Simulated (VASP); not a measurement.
# CuO (C2/c) in VASP: a series of runs, part 2 of 2

VASP 6.6.1. The steps go on from the part before.

### Step 4. Single point, PBEsol

This run uses another cell than the first one, of 10.46 Å³/atom.

Contents of INCAR:

```
PREC = Accurate
ENCUT = 520
EDIFF = 1E-6
ISMEAR = 0
SIGMA = 0.1
LREAL = False
LASPH = True
NELM = 60
ALGO = Normal
ISIF = 2
LWAVE = False
LCHARG = False
GGA = PS
NBANDS = 25
```

Contents of KPOINTS:

```
Automatic mesh
0
Gamma
  14 14 8
```

Contents of POSCAR:

```
CuO
1.0
    2.0283474053     -2.0268974671      0.0432257869
    2.0283474053      2.0268974671      0.0432257869
   -0.1111860703      0.0000000000      5.0879569317
Cu O
2 2
Direct
    0.5000000000      0.0000000000      0.5000000000
    0.0000000000      0.5000000000      0.0000000000
    0.5001619541      0.4998380459      0.2500000000
    0.4998380459      0.5001619541      0.7500000000
```

Potentials or basis: VASP PAW PBE potentials, release 64 (Cu, O).

Run with:

```bash
cat potpaw_PBE.64/Cu/POTCAR potpaw_PBE.64/O/POTCAR > POTCAR
mpirun -np 1 vasp_std > vasp.out
```

OUTCAR:

```text
PREC = Accurate
   ENCUT = 520
   EDIFF = 1E-6
   ISMEAR = 0
   LREAL = False
   LASPH = True
   NELM = 60
   ISIF = 2
   GGA = PS

 ion  position               nearest neighbor table
   1  0.500  0.000  0.500-   4 1.92   3 1.92   4 1.92   3 1.92
   2  0.000  0.500  0.000-   3 1.92   4 1.92   4 1.92   3 1.92
   3  0.500  0.500  0.250-   1 1.92   2 1.92   2 1.92   1 1.92
   4  0.500  0.500  0.750-   2 1.92   1 1.92   2 1.92   1 1.92

  LATTYP: Found a base centered monoclinic cell.
 ALAT       =     4.0576158839
 B/A-ratio  =     0.9990583264
 C/A-ratio  =     1.2542270623
 COS(beta)  =    -0.0005417008

  Lattice vectors:

 A1 = (   2.0283474053,  -2.0268974671,   0.0432257869)
 A2 = (   2.0283474053,   2.0268974671,   0.0432257869)
 A3 = (  -0.1111860703,   0.0000000000,   5.0879569317)

Analysis of symmetry for initial positions (statically):
=====================================================================
 Subroutine PRICEL returns:
 Original cell was already a primitive cell.

 Routine SETGRP: Setting up the symmetry group for a
 base centered monoclinic supercell.

 Subroutine GETGRP returns: Found  4 space group operations
 (whereof  2 operations were pure point group operations)
 out of a pool of  4 trial point group operations.

The static configuration has the point symmetry S_2 .
 The point group associated with its full space group is C_2h.

Analysis of symmetry for dynamics (positions and initial velocities):
=====================================================================
 Subroutine PRICEL returns:
 Original cell was already a primitive cell.

 Routine SETGRP: Setting up the symmetry group for a
 base centered monoclinic supercell.

 Subroutine GETGRP returns: Found  4 space group operations
 (whereof  2 operations were pure point group operations)
 out of a pool of  4 trial point group operations.

[... 122 lines left out ...]
   IALGO  =     38    algorithm
   IMIX   =      4    mixing-type and parameters
     AMIX     =   0.40;   BMIX     =  1.00
     AMIX_MAG =   1.60;   BMIX_MAG =  1.00
  volume/ion in A,a.u.               =      10.46        70.61
  Fermi-wavevector in a.u.,A,eV,Ry     =   1.527512  2.886579 31.746366  2.333292
  Thomas-Fermi vector in A             =   2.635398
   LORBIT       =      0    0 simple, 1 ext, 2 COOP (PROOUT), +10 PAW based schemes
   GGA     = PS    functional components
   LHFCALC =     F    Hartree Fock is set to
   AEXX    =    0.0000 exact exchange contribution
   IVDW    =     0    specifies the selected vdW correction
   LEPSILON=     F    determine dielectric tensor
   LRPA    =     F    only Hartree local field effects (RPA)
 non-spin polarized calculation
 Gauss-broadening in eV      SIGMA  =   0.10
  energy-cutoff  :      520.00
  volume of cell :       41.86
 maximum number of plane-waves:      1144
 NGX is ok and might be reduce to    24
   NGX = 11   NGY = 11   NGZ = 19

 number of electron      33.9999964 magnetization

 Free energy of the ion-electron system (eV)
  ---------------------------------------------------
  ext. energy  EPLUGINS =         0.00000000
  ---------------------------------------------------
  free energy    TOTEN  =       -21.47062821 eV

  energy without entropy =      -21.45791124  energy(sigma->0) =      -21.46426972

 E-fermi :   5.4726     XC(G=0): -11.9160

 val. band max:        5.4715328998   @ k =   0.3571   0.0000   0.1250
 cond. band min:       5.4727060229   @ k =  -0.3571  -0.0000   0.1250
 fundamental gap:      0.0011731231
 Fermi energy:         5.4725754965

 k-point     1 :       0.0000    0.0000    0.0000
  band No.  band energies     occupation
      1     -14.7764      2.00000
      2     -13.3216      2.00000
      3      -3.2764      2.00000
      4      -0.3647      2.00000
      5      -0.3626      2.00000
      6       1.3909      2.00000
[... 661 lines left out ...]
     24      18.7029      0.00000
     25      20.5760      0.00000

 [... further k-points ...]

------------------------ aborting loop because EDIFF is reached ----------------------------------------

  FORCE on cell =-STRESS in cart. coord.  units (eV):
  Direction    XX          YY          ZZ          XY          YZ          ZX
  --------------------------------------------------------------------------------------
  -------------------------------------------------------------------------------------
  Total        0.9520188      0.9537042      1.0823733      0.0000000      0.0000000     -0.0023972
  in kB       36.4423506     36.5068644     41.4321908      0.0000000      0.0000000     -0.0917627
  external PRESSURE =      38.1271353 kB  Pullay stress =       0.0000000 kB

 VOLUME and BASIS-vectors are now :
 -----------------------------------------------------------------------------
  energy-cutoff  :      520.00
  volume of cell :       41.86
      direct lattice vectors                 reciprocal lattice vectors
     2.028347405 -2.026897467  0.043225787     0.246391351 -0.246682434  0.005384339
     2.028347405  2.026897467  0.043225787     0.246391351  0.246682434  0.005384339
    -0.111186070  0.000000000  5.087956932    -0.004186537  0.000000000  0.196451057

 POSITION                                       TOTAL-FORCE (eV/Angst)
 -----------------------------------------------------------------------------------
      0.95858     -1.01345      2.56559        -0.000000     -0.000000      0.000000
      1.01417      1.01345      0.02161        -0.000000     -0.000000      0.000000
      2.00055     -0.00066      1.31522         0.000000      0.000091      0.000000
      1.94496      0.00066      3.85919        -0.000000     -0.000091     -0.000000
 -----------------------------------------------------------------------------------
    total drift:                                0.000000     -0.000000     -0.000000

  FREE ENERGIE OF THE ION-ELECTRON SYSTEM (eV)
  ---------------------------------------------------
  free  energy   TOTEN  =       -21.4706282139 eV

  energy  without entropy=      -21.4579112356  energy(sigma->0) =      -21.46426972
```

stdout:

```text
POSCAR found type information on POSCAR CuO
 POSCAR found :  2 types and       4 ions
 scaLAPACK will be used
 -----------------------------------------------------------------------------
|                                                                             |
|                                                                             |
|     You enforced a specific xc type in the INCAR file but a different       |
|     I HOPE YOU KNOW WHAT YOU ARE DOING!                                     |
|                                                                             |
 -----------------------------------------------------------------------------

 LDA part: xc-table for (Slater+PW92), standard interpolation
 POSCAR, INCAR and KPOINTS ok, starting setup
 FFT: planning ... GRIDC
 FFT: planning ... GRID_SOFT
 FFT: planning ... GRID
 WAVECAR not read
 entering main loop
```

Wall time 5.5 min (1 thread of Intel Xeon Platinum 8375C at 2.90GHz (Ice Lake), shared host); peak memory 0.46 GiB.

What came out:

```yaml
Free_energy: -21.4706 eV
Pressure: 3.8 GPa
Band_gap_on_the_k_mesh: zero (bands 17 and 18 overlap by 1.20 eV)
```

Stress tensor (GPa, compression positive):
```
 3.64  0.00 -0.01
 0.00  3.65  0.00
-0.01  0.00  4.14
```

Caveat: the cell stands under pressure; the PAW data sets were made with another functional, which shifts forces and pressure a little; semilocal functionals often make such compounds metallic where correlation or magnetic order opens a gap, which also shifts bond lengths.

### Step 5. Single point, PBEsol

This run uses another cell than the first one, of 10.66 Å³/atom.

Contents of INCAR:

```
SYSTEM = CuO
ALGO = Normal
EDIFF = 1E-6
ENCUT = 520
GGA = PS
ISIF = 2
ISMEAR = 0
LASPH = .True.
LCHARG = .False.
LREAL = .False.
LWAVE = .False.
NBANDS = 25
NELM = 100
PREC = Accurate
SIGMA = 0.1
```

Contents of KPOINTS:

```
k-points
0
Gamma
  14 14 8
  0 0 0
```

Contents of POSCAR:

```
CuO
1.0
    2.0483073704     -2.0441007698      0.0432648332
    2.0483073704      2.0441007698      0.0432648332
   -0.1122477403      0.0000000000      5.0910298975
Cu O
2 2
Direct
    0.5000000000      0.0000000000      0.5000000000
    0.0000000000      0.5000000000      0.0000000000
    0.5002542437      0.4997457563      0.2500000000
    0.4997457563      0.5002542437      0.7500000000
```

Run with:

```bash
cat potpaw_PBE.64/Cu/POTCAR potpaw_PBE.64/O/POTCAR > POTCAR
mpirun -np 1 vasp_std > vasp.out
```

It took 5.5 min on 1 thread of Intel Xeon Platinum 8375C at 2.90GHz (Ice Lake), shared host; peak memory 0.46 GiB.

It converged, with:

```
Free energy            : -21.4824 eV
Pressure               : 0.8 GPa
Band gap on the k mesh : zero (bands 17 and 18 overlap by 1.21 eV)
```

Stress tensor (GPa, compression positive):
```
0.60 0.00 0.00
0.00 0.62 0.00
0.00 0.00 1.07
```

Levels at points of the mesh, in eV from the Fermi level:
```tsv
k point	band 13	band 14	band 15	band 16	band 17	band 18	band 19	band 20	band 21	band 22
(0.00, 0.00, 0.00)	-2.53	-2.50	-2.40	-2.01	0.69	0.69	1.45	6.00	7.41	13.25
(0.50, 0.00, 0.00)	-2.38	-1.99	-1.65	-1.58	0.22	0.46	3.50	5.94	6.55	10.95
(0.50, 0.50, 0.00)	-2.46	-2.46	-1.66	-1.25	-1.25	1.17	1.87	7.13	9.93	9.98
(0.00, 0.00, 0.50)	-2.40	-2.40	-1.63	-1.63	0.08	0.08	3.51	3.51	11.70	11.70
(0.50, 0.00, 0.50)	-2.50	-2.47	-2.12	-1.90	-0.15	0.69	4.18	5.95	8.22	9.02
(0.50, 0.50, 0.50)	-2.02	-2.02	-1.48	-1.48	-0.52	-0.52	3.82	3.82	10.81	10.81
```

Caveat: the PAW data sets were made with another functional, which shifts forces and pressure a little; semilocal functionals often make such compounds metallic where correlation or magnetic order opens a gap, which also shifts bond lengths. With open d or f shells a metallic result of PBEsol can be an artefact of self-interaction; +U or a hybrid may open a gap.

### Step 6. The runs side by side

```csv
cell,gap on the mesh (eV),pressure (GPa)
"a = 2.776, b = 2.776, c = 5.092 Å, angles 90.0, 90.0, 89.9°, 4 atoms",none,16.0
"a = 2.827, b = 2.827, c = 5.088 Å, 4 atoms",none,8.9
"a = 2.868, b = 2.868, c = 5.089 Å, angles 90.0, 90.0, 89.9°, 4 atoms",none,3.8
"a = 2.894, b = 2.894, c = 5.092 Å, angles 90.0, 90.0, 89.9°, 4 atoms",none,0.8
```

Alike in all rows: task single point; level PBEsol; potentials or basis VASP PAW PBE potentials, release 64 (Cu, O); no spin polarisation; k mesh 14 × 14 × 8; cutoff (eV) 520; smearing gaussian 0.1 eV.

Caveats: the PAW data sets were made with another functional, which shifts forces and pressure a little; semilocal functionals often make such compounds metallic where correlation or magnetic order opens a gap, which also shifts bond lengths; the cell stands under pressure (at least some runs).

Total energies depend on the potentials used, so only differences within one code and one set of settings carry meaning.
